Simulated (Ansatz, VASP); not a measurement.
**Two plane-wave programs on Al**

File INCAR:

```
PREC = Accurate
ENCUT = 520
EDIFF = 1E-6
ISMEAR = 0
SIGMA = 0.15
LREAL = False
LASPH = True
NELM = 80
ALGO = Fast
ISIF = 2
LWAVE = False
LCHARG = False
GGA = PE
IVDW = 12
NBANDS = 8
```

The input KPOINTS:

```
regular mesh
0
Gamma
  22 22 22
```

The input POSCAR:

```
Al
1.0
    0.0000000000      2.2377968950      1.4080218063
    2.2377968950      0.0000000000      1.4080218063
    2.2377968950      2.2377968950      0.0000000000
Al
1
Direct
    0.0000000000      0.0000000000      0.0000000000
```

Input for Ansatz:

```yaml
crystal:
  lattice:
    - [0.0, 2.237796895, 1.4080218063]
    - [2.237796895, 0.0, 1.4080218063]
    - [2.237796895, 2.237796895, 0.0]
  atoms:
    - { symbol: Al, position: [0.0, 0.0, 0.0] }
basis:
  ecutwfc: 420
kpoints:
  mp_grid: { grid: [22, 22, 22] }
hamiltonian:
  xc: pbe
  pseudopotentials: { kind: paw, azcp: { folder: soft_1 } }
  dispersion: d3bj
scf:
  occupations: { method: gaussian, width: 0.15 }
output:
  forces: true
  stress: true
  eigenvalues: true
```

Alike in both runs: task single point; functional PBE; dispersion D3(BJ); k mesh 22 × 22 × 22; occupations gaussian, width 0.15 eV; no spin polarisation.

|  | VASP | Ansatz |
| --- | --- | --- |
| version | VASP 6.6.1 | Ansatz 0.2.0 |
| potentials or method | VASP PAW PBE potentials, release 64 (Al), cutoff 520 eV | scalar-relativistic, plane waves, PAW |
| valence electrons in the cell | 3 | 3 |

VASP gave:

| Property | Result |
| --- | --- |
| gap on the k mesh at the Fermi level (eV) | none |
| pressure (GPa) | 14.3 |
| traceless stress, the component that is largest in VASP (GPa) | -1.01 |

What did Ansatz give for the same quantities?

gap on the k mesh at the Fermi level (eV): none; pressure (GPa): 14.3; traceless stress, the component that is largest in VASP (GPa): -0.99.

A gap of «none» marks a metal or a gap that the smearing closes.
